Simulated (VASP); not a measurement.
# Ag (Fm-3m) in VASP: settings compared, part 3 of 3

VASP 6.6.1. Earlier steps stand in the parts before.

**6. Single point, PBEsol+D4, non-collinear spin, zero start, spin-orbit coupling**

This run uses another cell than the first one, of 17.73 Å³/atom, 1.040 times its volume.

Contents of INCAR:

```
SYSTEM = Ag
PREC = Accurate
ENCUT = 520
EDIFF = 1E-6
ISMEAR = 1
SIGMA = 0.1
LREAL = .False.
LASPH = .True.
NELM = 150
ALGO = Normal
ISIF = 2
LWAVE = .False.
LCHARG = .False.
MAGMOM = 0 0 0
LORBIT = 11
LSORBIT = .True.
GGA_COMPAT = .False.
LORBMOM = .True.
LMAXMIX = 4
GGA = PS
IVDW = 13
NBANDS = 22
```

Contents of KPOINTS:

```
Automatic mesh
0
Gamma
  8 8 8
  0 0 0
```

Contents of POSCAR:

```
Ag
1.0
    0.0000000000      2.0696313722      2.0696313722
    2.0696313722      0.0000000000      2.0696313722
    2.0696313722      2.0696313722      0.0000000000
Ag
1
Direct
    0.0000000000      0.0000000000      0.0000000000
```

Potentials or basis: VASP PAW PBE potentials, release 64 (Ag).

Launch:

```
$ cat potpaw_PBE.64/Ag/POTCAR > POTCAR
$ mpirun -np 1 vasp_ncl > vasp.out
```

OUTCAR:

```text
SYSTEM = Ag
   PREC = Accurate
   ENCUT = 520
   EDIFF = 1E-6
   ISMEAR = 1
   LREAL = .False.
   LASPH = .True.
   NELM = 150
   ISIF = 2
   LORBIT = 11
   LSORBIT = .True.
   GGA = PS
   IVDW = 13

 ion  position               nearest neighbor table
   1  0.000  0.000  0.000-

  LATTYP: Found a face centered cubic cell.
 ALAT       =     4.1392627444

  Lattice vectors:

 A1 = (   0.0000000000,   2.0696313722,   2.0696313722)
 A2 = (   2.0696313722,   0.0000000000,   2.0696313722)
 A3 = (   2.0696313722,   2.0696313722,   0.0000000000)

Analysis of symmetry for initial positions (statically):
=====================================================================
 Subroutine PRICEL returns:
 Original cell was already a primitive cell.

 Routine SETGRP: Setting up the symmetry group for a
 face centered cubic supercell.

 Subroutine GETGRP returns: Found 48 space group operations
 (whereof 48 operations were pure point group operations)
 out of a pool of 48 trial point group operations.

The static configuration has the point symmetry O_h .

Analysis of symmetry for dynamics (positions and initial velocities):
=====================================================================
 Subroutine PRICEL returns:
 Original cell was already a primitive cell.

 Routine SETGRP: Setting up the symmetry group for a
 face centered cubic supercell.

 Subroutine GETGRP returns: Found 48 space group operations
 (whereof 48 operations were pure point group operations)
 out of a pool of 48 trial point group operations.

The dynamic configuration has the point symmetry O_h .

Analysis of structural, dynamic, and magnetic symmetry:
=====================================================================
 Subroutine PRICEL returns:
 Original cell was already a primitive cell.

 Routine SETGRP: Setting up the symmetry group for a
 face centered cubic supercell.

 Subroutine GETGRP returns: Found 48 space group operations
 (whereof 48 operations were pure point group operations)
 out of a pool of 48 trial point group operations.

The overall configuration has the point symmetry O_h .

 Subroutine INISYM returns: Found 48 space group operations
 (whereof 48 operations are pure point group operations),
 and found     1 'primitive' translations

----------------------------------------------------------------------------------------

                                     Primitive cell

  volume of cell :      17.7300

  direct lattice vectors                    reciprocal lattice vectors
     0.000000000  2.069631372  2.069631372    -0.241588916  0.241588916  0.241588916
     2.069631372  0.000000000  2.069631372     0.241588916 -0.241588916  0.241588916
     2.069631372  2.069631372  0.000000000     0.241588916  0.241588916 -0.241588916

  length of vectors
     2.926900756  2.926900756  2.926900756     0.418444277  0.418444277  0.418444277

  position of ions in fractional coordinates (direct lattice)
     0.000000000  0.000000000  0.000000000

  ion indices of the primitive-cell ions
   primitive index   ion index
                 1           1

----------------------------------------------------------------------------------------

 KPOINTS: Automatic mesh
[... 97 lines left out ...]
   LEPSILON=     F    determine dielectric tensor
   LRPA    =     F    only Hartree local field effects (RPA)
 Methfessel and Paxton  Order N= 1 SIGMA  =   0.10
  energy-cutoff  :      520.00
  volume of cell :       17.73
 maximum number of plane-waves:      1062
 NGX is ok and might be reduce to    24
   NGX = 11   NGY = 11   NGZ = 11

 number of electron      11.0000000 magnetization       0.0000000      0.0000000      0.0000000

 number of electron      10.9999999 magnetization      -0.0000000      0.0000000      0.0000000

 number of electron      10.9999999 magnetization       0.0000000     -0.0000000     -0.0000000

 Free energy of the ion-electron system (eV)
  ---------------------------------------------------
  ext. energy  EPLUGINS =         0.00000000
  ---------------------------------------------------
  free energy    TOTEN  =        -3.28417798 eV

  energy without entropy =       -3.28310462  energy(sigma->0) =       -3.28382019

 E-fermi :   7.4473     XC(G=0): -12.1805

 val. band max:        7.4007201184   @ k =   0.5000   0.2500   0.1250
 cond. band min:       7.8794553687   @ k =   0.5000   0.3750   0.1250
 fundamental gap:      0.4787352504
 Fermi energy:         7.4473046937

 k-point     1 :       0.0000    0.0000    0.0000
  band No.  band energies     occupation
      1       0.1549      1.00000
      2       0.1549      1.00000
      3       2.8909      1.00000
      4       2.8909      1.00000
      5       2.8909      1.00000
      6       2.8909      1.00000
[... 589 lines left out ...]
     21      30.4263      0.00000
     22      30.4263      0.00000

 [... further k-points ...]

------------------------ aborting loop because EDIFF is reached ----------------------------------------

  DFT-D4 for vdW energy calculation

  Edisp (eV):   -0.31897

  FORCE on cell =-STRESS in cart. coord.  units (eV):
  Direction    XX          YY          ZZ          XY          YZ          ZX
  --------------------------------------------------------------------------------------
  -------------------------------------------------------------------------------------
  Total      -0.96540    -0.96540    -0.96540     0.00000     0.00000     0.00000
  in kB     -87.23822   -87.23822   -87.23822     0.00000     0.00000     0.00000
  external pressure =      -87.24 kB  Pullay stress =        0.00 kB

 VOLUME and BASIS-vectors are now :
 -----------------------------------------------------------------------------
  energy-cutoff  :      520.00
  volume of cell :       17.73
      direct lattice vectors                 reciprocal lattice vectors
     0.000000000  2.069631372  2.069631372    -0.241588916  0.241588916  0.241588916
     2.069631372  0.000000000  2.069631372     0.241588916 -0.241588916  0.241588916
     2.069631372  2.069631372  0.000000000     0.241588916  0.241588916 -0.241588916

 POSITION                                       TOTAL-FORCE (eV/Angst)
 -----------------------------------------------------------------------------------
      0.00000      0.00000      0.00000         0.000000     -0.000000      0.000000
 -----------------------------------------------------------------------------------
    total drift:                                0.000000      0.000000     -0.000000

  FREE ENERGIE OF THE ION-ELECTRON SYSTEM (eV)
  ---------------------------------------------------
  free  energy   TOTEN  =        -3.6031456574 eV

  energy  without entropy=       -3.6020723000  energy(sigma->0) =       -3.60278787

 orbital moment (x)

 # of ion     p       d       tot
 ----------------------------------------
  1         0.000   0.000   0.000
 ----------------------------------------
            0.000   0.000   0.000

 orbital moment (y)

 # of ion     p       d       tot
 ----------------------------------------
  1        -0.000  -0.000  -0.000
 ----------------------------------------
           -0.000  -0.000  -0.000

 orbital moment (z)

 # of ion     p       d       tot
 ----------------------------------------
  1         0.000   0.000   0.000
 ----------------------------------------
            0.000   0.000   0.000

 Spin-Orbit-Coupling matrix elements

 Ion:    1  E_soc:     -0.0539397
 l=   1
     0.0000000    -0.0018705    -0.0018705
    -0.0018705     0.0000000    -0.0018705
    -0.0018705    -0.0018705     0.0000000
 l=   2
     0.0000000    -0.0015069     0.0000000    -0.0015069    -0.0056126
    -0.0015069     0.0000000    -0.0042095    -0.0015069    -0.0014032
     0.0000000    -0.0042095     0.0000000    -0.0042095     0.0000000
    -0.0015069    -0.0015069    -0.0042095     0.0000000    -0.0014032
    -0.0056126    -0.0014032     0.0000000    -0.0014032     0.0000000
 l=   3
     0.0000000     0.0000000     0.0000000     0.0000000     0.0000000     0.0000000     0.0000000
     0.0000000     0.0000000     0.0000000     0.0000000     0.0000000     0.0000000     0.0000000
     0.0000000     0.0000000     0.0000000     0.0000000     0.0000000     0.0000000     0.0000000
     0.0000000     0.0000000     0.0000000     0.0000000     0.0000000     0.0000000     0.0000000
     0.0000000     0.0000000     0.0000000     0.0000000     0.0000000     0.0000000     0.0000000
     0.0000000     0.0000000     0.0000000     0.0000000     0.0000000     0.0000000     0.0000000
     0.0000000     0.0000000     0.0000000     0.0000000     0.0000000     0.0000000     0.0000000

 total charge

# of ion       s       p       d       tot
------------------------------------------
    1        0.406   0.277   9.144   9.827

 magnetization (x)

# of ion       s       p       d       tot
------------------------------------------
    1        0.000   0.000   0.000   0.000

 magnetization (y)

# of ion       s       p       d       tot
------------------------------------------
    1        0.000   0.000  -0.000   0.000

 magnetization (z)

# of ion       s       p       d       tot
------------------------------------------
    1        0.000   0.000   0.000   0.000
```

OSZICAR:

```text
N       E                     dE             d eps       ncg     rms          rms(c)
DAV:   1     0.679957924974E+02    0.67996E+02   -0.55057E+03  1276   0.976E+02
DAV:   2    -0.197797216390E+01   -0.69974E+02   -0.64696E+02  1456   0.243E+02
DAV:   3    -0.361336162692E+01   -0.16354E+01   -0.16297E+01  1486   0.396E+01
DAV:   4    -0.361932586792E+01   -0.59642E-02   -0.59638E-02  1420   0.246E+00
DAV:   5    -0.361938466913E+01   -0.58801E-04   -0.58800E-04  1462   0.245E-01    0.519E+00
DAV:   6    -0.329585568141E+01    0.32353E+00   -0.63043E-01  1366   0.112E+01    0.315E+00
DAV:   7    -0.328775037964E+01    0.81053E-02   -0.73289E-03  1444   0.101E+00    0.183E+00
DAV:   8    -0.328416650699E+01    0.35839E-02   -0.45947E-04  1386   0.222E-01    0.314E-01
DAV:   9    -0.328417176585E+01   -0.52589E-05   -0.92092E-06  1488   0.241E-02    0.436E-02
DAV:  10    -0.328417730637E+01   -0.55405E-05   -0.68060E-07  1122   0.980E-03    0.219E-02
DAV:  11    -0.328417797821E+01   -0.67184E-06   -0.80299E-07  1250   0.104E-02
   1 F= -.36031457E+01 E0= -.36027879E+01  d E =-.107336E-02  mag=    -0.0000     0.0000     0.0000
```

stdout:

```text
POSCAR found type information on POSCAR Ag
 POSCAR found :  1 types and       1 ions
 scaLAPACK will be used
 -----------------------------------------------------------------------------
|                                                                             |
|                                                                             |
|     You enforced a specific xc type in the INCAR file but a different       |
|     I HOPE YOU KNOW WHAT YOU ARE DOING!                                     |
|                                                                             |
 -----------------------------------------------------------------------------

 LDA part: xc-table for (Slater+PW92), standard interpolation
 POSCAR, INCAR and KPOINTS ok, starting setup
 FFT: planning ... GRIDC
 FFT: planning ... GRID_SOFT
 FFT: planning ... GRID
 WAVECAR not read
 entering main loop
```

It took 23 s on 1 thread of Intel Xeon 6975P-C, shared host; peak memory 0.2 GiB.

What came out:

| Property | Result |
| --- | --- |
| Free energy | -3.6031 eV |
| Pressure | -8.7 GPa |
| Net moment | 0.00 μB per cell |
| Valence electrons inside the program's atomic spheres | Ag 9.83 |
| Dispersion energy per atom | -0.319 eV |

Moments on the atoms (μB; x, y, z):
```
Ag  0.00 0.00 0.00
```

Caveat: the PAW data sets were made with another functional, which shifts forces and pressure a little.

**7. Summary**

```tsv
task	level	spin	cell	k mesh	cutoff (eV)	smearing	pressure (GPa)	moment (μB)
relaxation of cell and atoms	BLYP	off	relaxed from a = 2.889 Å, angles 60.0°, 1 atom	11 × 11 × 11	600	fermi-dirac 0.05 eV	0.0	-
single point	PBEsol+D4	non-collinear, zero start, SOC	a = 2.830 Å, angles 60.0°, 1 atom	8 × 8 × 8	520	methfessel-paxton 0.1 eV	2.2	0.00
single point	PBEsol+D4	non-collinear, zero start, SOC	a = 2.889 Å, angles 60.0°, 1 atom	8 × 8 × 8	520	methfessel-paxton 0.1 eV	-5.2	0.00
single point	PBEsol+D4	non-collinear, zero start, SOC	a = 2.908 Å, angles 60.0°, 1 atom	8 × 8 × 8	520	methfessel-paxton 0.1 eV	-7.1	0.00
single point	PBEsol+D4	non-collinear, zero start, SOC	a = 2.927 Å, angles 60.0°, 1 atom	8 × 8 × 8	520	methfessel-paxton 0.1 eV	-8.7	0.00
```

Alike in all rows: potentials or basis VASP PAW PBE potentials, release 64 (Ag).

Caveats: the PAW data sets were made with another functional, which shifts forces and pressure a little; the volume moved by +13 % from the deposited cell, more than functionals usually miss (some runs).

Absolute energies hang on the potentials; compare differences alone.
